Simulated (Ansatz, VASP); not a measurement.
## One calculation of Sr, two programs

INCAR

```
ALGO = Normal
EDIFF = 1E-7
ENCUT = 520
ISIF = 2
ISMEAR = -1
LASPH = True
LCHARG = False
LREAL = False
LWAVE = False
NBANDS = 17
NELM = 60
PREC = Accurate
SIGMA = 0.1
```

KPOINTS

```
k-points
0
Gamma
  10 10 6
```

POSCAR

```
Sr
1.0
    4.2099795209      0.0000000000      0.0000000000
   -2.1049897604      3.6459492145      0.0000000000
    0.0000000000      0.0000000000      6.8955476956
Sr
2
Direct
    0.3333333333      0.6666666667      0.2500000000
    0.6666666667      0.3333333333      0.7500000000
```

Input for Ansatz:

```yaml
crystal:
  lattice:
    - [4.2099795209, 0.0, 0.0]
    - [-2.1049897604, 3.6459492145, 0.0]
    - [0.0, 0.0, 6.8955476956]
  atoms:
    - { symbol: Sr, position: [0.3333333333, 0.6666666667, 0.25] }
    - { symbol: Sr, position: [0.6666666667, 0.3333333333, 0.75] }
hamiltonian:
  xc: lda
  pseudopotentials:
    kind: paw
    azcp:
      Sr: "pseudopotentials/Sr.paw.azcp"
basis:
  ecutwfc: 420
  fft_grid_basis: typed
kpoints:
  mp_grid: { grid: [10, 10, 6], shift: [0, 0, 0] }
magnetization:
  spin_polarized: false
scf:
  occupations: { method: fermi_dirac, width: 0.1 }
  lower_state_search: "off"
output:
  stress: true
```

Alike in both runs: task single point; functional LDA; k mesh 10 × 10 × 6; occupations fermi-dirac, width 0.1 eV; no spin polarisation.

|  | VASP | Ansatz |
| --- | --- | --- |
| version | VASP 6.6.1 | Ansatz 0.2.0 |
| potentials or method | VASP PAW LDA potentials, release 64 (Sr_sv), cutoff 520 eV | plane waves (420 eV) with PAW, scalar-relativistic |
| valence electrons in the cell | 20 | 20 |

|  | VASP | Ansatz | Ansatz less VASP |
| --- | --- | --- | --- |
| pressure (GPa) | -0.9 | -0.9 | 0.00 |

Ansatz warns that its potentials were made for another functional, while VASP's fit it. LDA's correlation is that of Perdew and Zunger in VASP and of Perdew and Wang (1992) in Ansatz.
